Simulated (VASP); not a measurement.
# FeGe (P-6m2) in VASP: further runs, part 2 of 2

VASP 6.6.1. Earlier steps stand in the parts before.

## Step 3: Single point, PBE, collinear spin, ferromagnetic start

This run uses another cell than the first one, of 16.07 Å³/atom, 1.185 times its volume.

Contents of INCAR:

```
PREC     = Accurate       # precision mode
ENCUT    = 520            # plane-wave cutoff, eV
EDIFF    = 1E-6           # SCF threshold, eV
ISMEAR   = 0              # smearing method
SIGMA    = 0.1            # smearing width, eV
LREAL    = F              # projectors in reciprocal space
LASPH    = T              # aspherical terms in the spheres
NELM     = 150            # most SCF steps
ALGO     = Normal         # electronic algorithm
ISIF     = 2              # what is computed and relaxed
LWAVE    = F              # write WAVECAR
LCHARG   = F              # write CHGCAR
ISPIN    = 2              # spin polarisation
MAGMOM   = 4 0            # initial moments
LORBIT   = 11             # projections on sites
LMAXMIX  = 4              # l up to which the mixer works
GGA      = PE             # functional
NBANDS   = 22             # bands
```

Contents of KPOINTS:

```
Automatic mesh
0
Gamma
  6 6 4
```

Contents of POSCAR:

```
FeGe
1.0
    2.9030215000      0.0000000000      0.0000000000
   -1.4515107500      2.5140903700      0.0000000000
    0.0000000000      0.0000000000      4.4036750800
Fe Ge
1 1
Direct
    0.0000000000      0.0000000000      0.0000000000
    0.3333333300      0.6666666700      0.5000000000
```

Potentials or basis: VASP PAW PBE potentials, release 64 (Fe, Ge_d).

Run with:

```console
> cat potpaw_PBE.64/Fe/POTCAR potpaw_PBE.64/Ge_d/POTCAR > POTCAR
> mpirun -np 1 vasp_std > vasp.out
```

OUTCAR:

```text
PREC = Accurate
   ENCUT = 520
   EDIFF = 1E-6
   ISMEAR = 0
   LREAL = F
   LASPH = T
   NELM = 150
   ISIF = 2
   ISPIN = 2
   LORBIT = 11
   GGA = PE

 ion  position               nearest neighbor table
   1  0.000  0.000  0.000-   2 2.77   2 2.77   2 2.77   2 2.77   2 2.77   2 2.77
   2  0.333  0.667  0.500-   1 2.77   1 2.77   1 2.77   1 2.77   1 2.77   1 2.77

  LATTYP: Found a hexagonal cell.
 ALAT       =     2.9030215000
 C/A-ratio  =     1.5169281661

  Lattice vectors:

 A1 = (   2.9030215000,   0.0000000000,   0.0000000000)
 A2 = (  -1.4515107500,   2.5140903700,   0.0000000000)
 A3 = (   0.0000000000,   0.0000000000,   4.4036750800)

Analysis of symmetry for initial positions (statically):
=====================================================================
 Subroutine PRICEL returns:
 Original cell was already a primitive cell.

 Routine SETGRP: Setting up the symmetry group for a
 hexagonal supercell.

 Subroutine GETGRP returns: Found 12 space group operations
 (whereof 12 operations were pure point group operations)
 out of a pool of 24 trial point group operations.

The static configuration has the point symmetry D_3h.

Analysis of symmetry for dynamics (positions and initial velocities):
=====================================================================
 Subroutine PRICEL returns:
 Original cell was already a primitive cell.

 Routine SETGRP: Setting up the symmetry group for a
 hexagonal supercell.

 Subroutine GETGRP returns: Found 12 space group operations
 (whereof 12 operations were pure point group operations)
 out of a pool of 24 trial point group operations.

The dynamic configuration has the point symmetry D_3h.

Analysis of structural, dynamic, and magnetic symmetry:
=====================================================================
 Subroutine PRICEL returns:
 Original cell was already a primitive cell.

 Routine SETGRP: Setting up the symmetry group for a
 hexagonal supercell.

 Subroutine GETGRP returns: Found 12 space group operations
 (whereof 12 operations were pure point group operations)
 out of a pool of 24 trial point group operations.

The overall configuration has the point symmetry D_3h.

 Subroutine INISYM returns: Found 12 space group operations
 (whereof 12 operations are pure point group operations),
 and found     1 'primitive' translations

----------------------------------------------------------------------------------------

                                     Primitive cell

  volume of cell :      32.1400

  direct lattice vectors                    reciprocal lattice vectors
     2.903021500  0.000000000  0.000000000     0.344468685  0.198879088  0.000000000
    -1.451510750  2.514090370  0.000000000     0.000000000  0.397758176  0.000000000
     0.000000000  0.000000000  4.403675080     0.000000000  0.000000000  0.227083057

  length of vectors
     2.903021500  2.903021503  4.403675080     0.397758176  0.397758176  0.227083057

  position of ions in fractional coordinates (direct lattice)
     0.000000000  0.000000000  0.000000000
     0.333333330  0.666666670  0.500000000

  ion indices of the primitive-cell ions
   primitive index   ion index
[... 61 lines left out ...]
   PREC   = accura    normal or accurate (medium, high low for compatibility)
   ISTART =      0    job   : 0-new  1-cont  2-samecut
   ICHARG =      2    charge: 1-file 2-atom 10-const
   ISPIN  =      2    spin polarized calculation?
   LNONCOLLINEAR =      F non collinear calculations
   LSORBIT =      F    spin-orbit coupling
   LASPH  =      T    aspherical Exc in radial PAW
   ENCUT  =  520.0 eV  38.22 Ry    6.18 a.u.   5.40  5.40  8.19*2*pi/ulx,y,z
   NELM   =    150;   NELMIN=  2; NELMDL= -5     # of ELM steps
   EDIFF  = 0.1E-05   stopping-criterion for ELM
   LREAL  =      F    real-space projection
   EDIFFG = 0.1E-04   stopping-criterion for IOM
   NSW    =      0    number of steps for IOM
   IBRION =     -1    ionic relax: 0-MD 1-quasi-New 2-CG
   NFREE  =      0    steps in history (QN), initial steepest desc. (CG)
   ISIF   =      2    stress and relaxation
   ISYM   =      2    0-nonsym 1-usesym 2-fastsym
   POTIM  = 0.5000    time-step for ionic-motion
   TEBEG  =    0.0;   TEEND  =   0.0 temperature during run
   PSTRESS=    0.0 pullay stress
   NELECT =      22.0000    total number of electrons
   NUPDOWN=      -1.0000    fix difference up-down
   EMIN   =  10.00;   EMAX   =-10.00  energy-range for DOS
   EFERMI =   0.00;   METHOD = LEGACY
   ISMEAR =     0;   SIGMA  =   0.10  broadening in eV -4-tet -1-fermi 0-gaus
   EFERMI_NEDOS =   21; number of points for ismear=-14 and -15
   IALGO  =     38    algorithm
   IMIX   =      4    mixing-type and parameters
     AMIX     =   0.40;   BMIX     =  1.00
     AMIX_MAG =   1.60;   BMIX_MAG =  1.00
  volume/ion in A,a.u.               =      16.07       108.45
  Fermi-wavevector in a.u.,A,eV,Ry     =   1.442780  2.726460 28.322098  2.081615
  Thomas-Fermi vector in A             =   2.561262
   LORBIT       =     11    0 simple, 1 ext, 2 COOP (PROOUT), +10 PAW based schemes
   GGA     = PE    functional components
   LHFCALC =     F    Hartree Fock is set to
   AEXX    =    0.0000 exact exchange contribution
   IVDW    =     0    specifies the selected vdW correction
   LEPSILON=     F    determine dielectric tensor
   LRPA    =     F    only Hartree local field effects (RPA)
 spin polarized calculation
 Gauss-broadening in eV      SIGMA  =   0.10
  energy-cutoff  :      520.00
  volume of cell :       32.14
 maximum number of plane-waves:       880
 NGX is ok and might be reduce to    24
   NGX = 11   NGY = 11   NGZ = 17

 number of electron      22.0000004 magnetization       2.5646875

 Free energy of the ion-electron system (eV)
  ---------------------------------------------------
  ext. energy  EPLUGINS =         0.00000000
  ---------------------------------------------------
  free energy    TOTEN  =       -12.22724907 eV

  energy without entropy =      -12.21901343  energy(sigma->0) =      -12.22313125

 E-fermi :   6.2736     XC(G=0): -11.6971

 val. band max:        6.2483786321   @ k =   0.5000  -0.0000   0.5000
 cond. band min:       6.2868091343   @ k =   0.1667   0.1667   0.2500
 fundamental gap:      0.0384305022
 Fermi energy:         6.2735748893

 spin component 1

 k-point     1 :       0.0000    0.0000    0.0000
  band No.  band energies     occupation
      1     -18.6558      1.00000
      2     -18.6558      1.00000
      3     -18.5765      1.00000
      4     -18.5175      1.00000
      5     -18.5175      1.00000
      6      -6.2288      1.00000
[... 514 lines left out ...]
     21      22.8959      0.00000
     22      25.3939      0.00000
 Fermi energy:         6.2735748893

 spin component 2

 k-point     1 :       0.0000    0.0000    0.0000
  band No.  band energies     occupation
      1     -18.6407      1.00000
      2     -18.6407      1.00000
      3     -18.5817      1.00000
      4     -18.5177      1.00000
      5     -18.5177      1.00000
      6      -6.2068      1.00000
[... 514 lines left out ...]
     21      22.9950      0.00000
     22      25.8547      0.00000

------------------------ aborting loop because EDIFF is reached ----------------------------------------

  FORCE on cell =-STRESS in cart. coord.  units (eV):
  Direction    XX          YY          ZZ          XY          YZ          ZX
  --------------------------------------------------------------------------------------
  -------------------------------------------------------------------------------------
  Total       -1.8363140     -1.8363140     -4.1703596      0.0000000      0.0000000      0.0000000
  in kB      -91.5400442    -91.5400444   -207.8919572      0.0000000      0.0000000      0.0000000
  external PRESSURE =    -130.3240153 kB  Pullay stress =       0.0000000 kB

 VOLUME and BASIS-vectors are now :
 -----------------------------------------------------------------------------
  energy-cutoff  :      520.00
  volume of cell :       32.14
      direct lattice vectors                 reciprocal lattice vectors
     2.903021500  0.000000000  0.000000000     0.344468685  0.198879088  0.000000000
    -1.451510750  2.514090370  0.000000000     0.000000000  0.397758176  0.000000000
     0.000000000  0.000000000  4.403675080     0.000000000  0.000000000  0.227083057

 POSITION                                       TOTAL-FORCE (eV/Angst)
 -----------------------------------------------------------------------------------
      0.00000      0.00000      0.00000        -0.000000      0.000000      0.000000
     -0.00000      1.67606      2.20184         0.000000     -0.000000      0.000000
 -----------------------------------------------------------------------------------
    total drift:                                0.000007     -0.000004     -0.000000

  FREE ENERGIE OF THE ION-ELECTRON SYSTEM (eV)
  ---------------------------------------------------
  free  energy   TOTEN  =       -12.2272490749 eV

  energy  without entropy=      -12.2190134284  energy(sigma->0) =      -12.22313125

 total charge

# of ion       s       p       d       tot
------------------------------------------
    1        0.325   0.311   6.196   6.832
    2        1.186   1.026  10.041  12.253
--------------------------------------------------
tot          1.511   1.337  16.237  19.084

 magnetization (x)

# of ion       s       p       d       tot
------------------------------------------
    1        0.003  -0.009   2.616   2.611
    2        0.031  -0.033  -0.004  -0.007
--------------------------------------------------
tot          0.034  -0.042   2.612   2.604
```

Run time: 25 s. Hardware: 1 thread of Intel Xeon 6975P-C, shared host; peak memory 0.18 GiB.

Results:

| Property | Result |
| --- | --- |
| Free energy | -12.2272 eV |
| Pressure | -13.0 GPa |
| Net moment | 2.56 μB per cell |
| Site moments | Fe +2.61; Ge -0.01 μB |
| Valence electrons inside the program's atomic spheres | Fe 6.83; Ge 12.25 |

Stress tensor (GPa, compression positive):
```
 -9.15   0.00   0.00
  0.00  -9.15   0.00
  0.00   0.00 -20.79
```

Caveat: the k points lie up to 0.42 Å⁻¹ apart.

## Step 4: Single point, PBE, collinear spin, ferromagnetic start

This run uses another cell than the first one, of 13.50 Å³/atom, 0.995 times its volume.

Contents of INCAR:

```
SYSTEM = FeGe
ALGO     = Normal         ! electronic algorithm
EDIFF    = 1E-6           ! SCF threshold, eV
ENCUT    = 520            ! plane-wave cutoff, eV
GGA      = PE             ! functional
ISIF     = 2              ! what is computed and relaxed
ISMEAR   = 0              ! smearing method
ISPIN    = 2              ! spin polarisation
LASPH    = .True.         ! aspherical terms in the spheres
LCHARG   = .False.        ! write CHGCAR
LMAXMIX  = 4              ! l up to which the mixer works
LORBIT   = 11             ! projections on sites
LREAL    = .False.        ! projectors in reciprocal space
LWAVE    = .False.        ! write WAVECAR
MAGMOM   = 2.02 0         ! initial moments
NBANDS   = 22             ! bands
NELM     = 150            ! most SCF steps
PREC     = Accurate       ! precision mode
SIGMA    = 0.1            ! smearing width, eV
```

Contents of KPOINTS:

```
k-points
0
Gamma
  6 6 6
  0 0 0
```

Contents of POSCAR:

```
FeGe
1.0
    2.9914895487      0.0000000000      0.0000000000
   -1.4957447743      2.5907059443      0.0000000000
    0.0000000000      0.0000000000      3.4830809894
Fe Ge
1 1
Direct
    0.0000000000      0.0000000000      0.0000000000
    0.3333333333      0.6666666667      0.5000000000
```

Potentials or basis: VASP PAW PBE potentials, release 64 (Fe, Ge_d).

Run with:

```console
> cat potpaw_PBE.64/Fe/POTCAR potpaw_PBE.64/Ge_d/POTCAR > POTCAR
> mpirun -np 1 vasp_std > vasp.out
```

OUTCAR:

```text
SYSTEM = FeGe
   EDIFF = 1E-6
   ENCUT = 520
   GGA = PE
   ISIF = 2
   ISMEAR = 0
   ISPIN = 2
   LASPH = .True.
   LORBIT = 11
   LREAL = .False.
   NELM = 150
   PREC = Accurate

 ion  position               nearest neighbor table
   1  0.000  0.000  0.000-   2 2.45   2 2.45   2 2.45   2 2.45   2 2.45   2 2.45
   2  0.333  0.667  0.500-   1 2.45   1 2.45   1 2.45   1 2.45   1 2.45   1 2.45

  LATTYP: Found a hexagonal cell.
 ALAT       =     2.9914895487
 C/A-ratio  =     1.1643299877

  Lattice vectors:

 A1 = (   2.9914895487,   0.0000000000,   0.0000000000)
 A2 = (  -1.4957447743,   2.5907059443,   0.0000000000)
 A3 = (   0.0000000000,   0.0000000000,   3.4830809894)

Analysis of symmetry for initial positions (statically):
=====================================================================
 Subroutine PRICEL returns:
 Original cell was already a primitive cell.

 Routine SETGRP: Setting up the symmetry group for a
 hexagonal supercell.

 Subroutine GETGRP returns: Found 12 space group operations
 (whereof 12 operations were pure point group operations)
 out of a pool of 24 trial point group operations.

The static configuration has the point symmetry D_3h.

Analysis of symmetry for dynamics (positions and initial velocities):
=====================================================================
 Subroutine PRICEL returns:
 Original cell was already a primitive cell.

 Routine SETGRP: Setting up the symmetry group for a
 hexagonal supercell.

 Subroutine GETGRP returns: Found 12 space group operations
 (whereof 12 operations were pure point group operations)
 out of a pool of 24 trial point group operations.

The dynamic configuration has the point symmetry D_3h.

Analysis of structural, dynamic, and magnetic symmetry:
=====================================================================
 Subroutine PRICEL returns:
 Original cell was already a primitive cell.

 Routine SETGRP: Setting up the symmetry group for a
 hexagonal supercell.

[... 141 lines left out ...]
   NGX = 11   NGY = 11   NGZ = 13

 number of electron      22.0000005 magnetization       1.6188935

 Free energy of the ion-electron system (eV)
  ---------------------------------------------------
  ext. energy  EPLUGINS =         0.00000000
  ---------------------------------------------------
  free energy    TOTEN  =       -12.77864108 eV

  energy without entropy =      -12.77444047  energy(sigma->0) =      -12.77654077

 E-fermi :   7.5122     XC(G=0): -12.5863

 val. band max:        7.4803532646   @ k =   0.1667  -0.0000   0.3333
 cond. band min:       7.5236499522   @ k =   0.1667   0.1667   0.0000
 fundamental gap:      0.0432966876
 Fermi energy:         7.5121906460

 spin component 1

 k-point     1 :       0.0000    0.0000    0.0000
  band No.  band energies     occupation
      1     -17.0606      1.00000
      2     -17.0606      1.00000
      3     -16.9972      1.00000
      4     -16.9596      1.00000
      5     -16.9596      1.00000
      6      -5.3922      1.00000
[... 589 lines left out ...]
     21      29.0387      0.00000
     22      30.7008      0.00000

 [... further k-points ...]

 spin component 2

 k-point     1 :       0.0000    0.0000    0.0000
  band No.  band energies     occupation
      1     -17.0744      1.00000
      2     -17.0744      1.00000
      3     -17.0150      1.00000
      4     -16.9718      1.00000
      5     -16.9718      1.00000
      6      -5.4198      1.00000
[... 589 lines left out ...]
     21      28.9579      0.00000
     22      30.7721      0.00000

 [... further k-points ...]
[... 5 lines left out ...]
  --------------------------------------------------------------------------------------
  -------------------------------------------------------------------------------------
  Total       -0.0110042     -0.0110042      0.0159915     -0.0000000      0.0000000     -0.0000000
  in kB       -0.6531330     -0.6531330      0.9491400     -0.0000000      0.0000000     -0.0000000
  external PRESSURE =      -0.1190420 kB  Pullay stress =       0.0000000 kB

 VOLUME and BASIS-vectors are now :
 -----------------------------------------------------------------------------
  energy-cutoff  :      520.00
  volume of cell :       26.99
      direct lattice vectors                 reciprocal lattice vectors
     2.991489549  0.000000000  0.000000000     0.334281629  0.192997589  0.000000000
    -1.495744774  2.590705944  0.000000000     0.000000000  0.385995177  0.000000000
     0.000000000  0.000000000  3.483080989     0.000000000  0.000000000  0.287102138

 POSITION                                       TOTAL-FORCE (eV/Angst)
 -----------------------------------------------------------------------------------
      0.00000      0.00000      0.00000         0.000000      0.000000      0.000000
     -0.00000      1.72714      1.74154         0.000000      0.000000      0.000000
 -----------------------------------------------------------------------------------
    total drift:                               -0.000000      0.000000     -0.000000

  FREE ENERGIE OF THE ION-ELECTRON SYSTEM (eV)
  ---------------------------------------------------
  free  energy   TOTEN  =       -12.7786410824 eV

  energy  without entropy=      -12.7744404663  energy(sigma->0) =      -12.77654077

 total charge

# of ion       s       p       d       tot
------------------------------------------
    1        0.377   0.459   6.424   7.260
    2        1.139   1.230  10.093  12.462
--------------------------------------------------
tot          1.517   1.689  16.517  19.723

 magnetization (x)

# of ion       s       p       d       tot
------------------------------------------
    1        0.014   0.002   1.709   1.725
    2       -0.007  -0.058  -0.007  -0.072
--------------------------------------------------
tot          0.007  -0.056   1.702   1.653
```

OSZICAR:

```text
N       E                     dE             d eps       ncg     rms          rms(c)
DAV:   1     0.136418654881E+03    0.13642E+03   -0.10010E+04  2972   0.254E+03
DAV:   2     0.176078443695E+01   -0.13466E+03   -0.12647E+03  2488   0.429E+02
DAV:   3    -0.136678165003E+02   -0.15429E+02   -0.15115E+02  2782   0.985E+01
DAV:   4    -0.140005452317E+02   -0.33273E+00   -0.33257E+00  2794   0.159E+01
DAV:   5    -0.140041834785E+02   -0.36382E-02   -0.36382E-02  2878   0.166E+00    0.120E+01
DAV:   6    -0.157584342742E+02   -0.17543E+01   -0.31951E+01  2962   0.510E+01    0.169E+01
DAV:   7    -0.127736764383E+02    0.29848E+01   -0.13935E+01  2874   0.367E+01    0.267E+00
DAV:   8    -0.127708873310E+02    0.27891E-02   -0.14712E-01  2942   0.298E+00    0.157E+00
DAV:   9    -0.127773408117E+02   -0.64535E-02   -0.32582E-02  3460   0.155E+00    0.948E-01
DAV:  10    -0.127785382124E+02   -0.11974E-02   -0.90446E-03  3640   0.789E-01    0.372E-01
DAV:  11    -0.127786566708E+02   -0.11846E-03   -0.11387E-03  3482   0.306E-01    0.204E-01
DAV:  12    -0.127786237408E+02    0.32930E-04   -0.21175E-04  3780   0.170E-01    0.453E-02
DAV:  13    -0.127786420165E+02   -0.18276E-04   -0.40299E-05  3418   0.470E-02    0.191E-02
DAV:  14    -0.127786410824E+02    0.93406E-06   -0.28415E-06  2388   0.168E-02
   1 F= -.12778641E+02 E0= -.12776541E+02  d E =-.420062E-02  mag=     1.6197
```

Run time: 23 s. Hardware: 1 thread of Intel Xeon 6975P-C, shared host; peak memory 0.17 GiB.

What came out:

* Free energy: -12.7786 eV
* Pressure: 0.0 GPa
* Net moment: 1.62 μB per cell
* Site moments: Fe +1.73; Ge -0.07 μB
* Valence electrons inside the program's atomic spheres: Fe 7.26; Ge 12.46

Stress tensor (GPa, compression positive):
```
-0.07  0.00  0.00
 0.00 -0.07  0.00
 0.00  0.00  0.09
```

Caveat: the k points lie up to 0.40 Å⁻¹ apart.

## Step 5: The runs side by side

```csv
cell,k mesh,gap on the mesh (eV),pressure (GPa),moment (μB)
"a = 2.975, b = 2.975, c = 3.541 Å, angles 90.0, 90.0, 120.0°, 2 atoms",6 × 6 × 4,none,-0.1,1.75
"a = 2.903, b = 2.903, c = 4.404 Å, angles 90.0, 90.0, 120.0°, 2 atoms",6 × 6 × 4,none,-13.0,2.56
"a = 2.991, b = 2.991, c = 3.483 Å, angles 90.0, 90.0, 120.0°, 2 atoms",6 × 6 × 6,none,0.0,1.62
```

Alike in all rows: task single point; level PBE; potentials or basis VASP PAW PBE potentials, release 64 (Fe, Ge_d); spin collinear, ferromagnetic start; cutoff (eV) 520; smearing gaussian 0.1 eV.

Caveats: all runs use coarse meshes.

Absolute energies hang on the potentials; compare differences alone.
